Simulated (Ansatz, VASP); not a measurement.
Ge in VASP and in Ansatz

```xyz
1
Lattice="1.4321 -2.6655 0.0000 1.4321 2.6655 0.0000 0.0000 0.0000 2.6308" Properties=species:S:1:pos:R:3 pbc="T T T"
Ge    1.4321    0.0000    0.0000
```

Change from the starting cell: strain +0.025 along x and y, -0.025 along z, atoms carried along.

Alike in both runs: task single point; functional r2SCAN; k mesh 20 × 20 × 18; occupations gaussian, width 0.15 eV; no spin polarisation.

|  | VASP | Ansatz |
| --- | --- | --- |
| version | VASP 6.6.1 | Ansatz 0.2.0 |
| potentials or method | VASP PAW PBE potentials, release 64 (Ge_d), cutoff 550 eV | scalar-relativistic, plane waves, PAW |
| valence electrons in the cell | 14 | 14 |

|  | VASP | Ansatz | Ansatz less VASP |
| --- | --- | --- | --- |
| gap on the k mesh at the Fermi level (eV) | none | none | - |
| pressure (GPa) | -4.3 | -4.2 | +0.06 |
| traceless stress, the component that is largest in VASP (GPa) | 4.88 | 4.84 | -0.044 |

VASP's potentials were made for PBE, not for r2SCAN. A gap of «none» marks a metal or a gap that the smearing closes.
